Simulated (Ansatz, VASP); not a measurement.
## Two plane-wave programs on RbSi2

INCAR

```
SYSTEM = RbSi2
  PREC = Accurate
  ENCUT = 520
  EDIFF = 1E-6
  ISMEAR = 0
  SIGMA = 0.1
  LREAL = .FALSE.
  LASPH = .TRUE.
  NELM = 100
  ALGO = Normal
  ISIF = 2
  LWAVE = .FALSE.
  LCHARG = .TRUE.
  GGA = PE
  LELF = .TRUE.
  LVHAR = .TRUE.
  NBANDS = 16
```

File KPOINTS:

```
Automatic mesh
0
G
  6 6 2
  0 0 0
```

File POSCAR:

```
RbSi2
1.0
    4.2724071200      0.0000000000      0.0000000000
   -2.1362035600      3.7000131000      0.0000000000
    0.0000000000      0.0000000000      8.1443781700
Rb Si
1 2
Direct
    0.0000000000      0.0000000000      0.0000000000
    0.3333333300      0.6666666700      0.3557395100
    0.6666666700      0.3333333300      0.6442604900
```

Input for Ansatz:

```yaml
crystal:
  lattice:
    - [4.27240712, 0.0, 0.0]
    - [-2.13620356, 3.7000131, 0.0]
    - [0.0, 0.0, 8.14437817]
  atoms:
    - { symbol: Rb, position: [0.0, 0.0, 0.0] }
    - { symbol: Si, position: [0.33333333, 0.66666667, 0.35573951] }
    - { symbol: Si, position: [0.66666667, 0.33333333, 0.64426049] }
basis:
  ecutwfc: 420
kpoints:
  mp_grid: { grid: [6, 6, 2] }
hamiltonian:
  xc: pbe
scf:
  occupations: { method: gaussian, width: 0.1 }
  lower_state_search: "off"
output:
  forces: true
  stress: true
  eigenvalues: true
```

Alike in both runs: task single point; functional PBE; k mesh 6 × 6 × 2; occupations gaussian, width 0.1 eV; no spin polarisation.

|  | VASP | Ansatz |
| --- | --- | --- |
| version | VASP 6.6.1 | Ansatz 0.2.0 |
| potentials or method | VASP PAW PBE potentials, release 64 (Rb_sv, Si), cutoff 520 eV | scalar-relativistic, plane waves, PAW |
| valence electrons in the cell | 17 | 17 |

VASP gave:

| Item | Value |
| --- | --- |
| gap on the k mesh at the Fermi level (eV) | none |
| pressure (GPa) | -5.5 |
| traceless stress, the component that is largest in VASP (GPa) | -2.74 |
| rms of the force components (eV/Å) | 1.019 |

Estimate Ansatz's values.

gap on the k mesh at the Fermi level (eV): none; pressure (GPa): -5.5; traceless stress, the component that is largest in VASP (GPa): -2.74; rms of the force components (eV/Å): 1.018.

Atom by atom the forces differ by 0.001 eV/Å (rms over components). A gap of «none» marks a metal or a gap that the smearing closes. The functional is the same, so the differences come from potentials, cutoffs and numerics.

The k mesh is coarse, so the values compare programs but aren't converged.
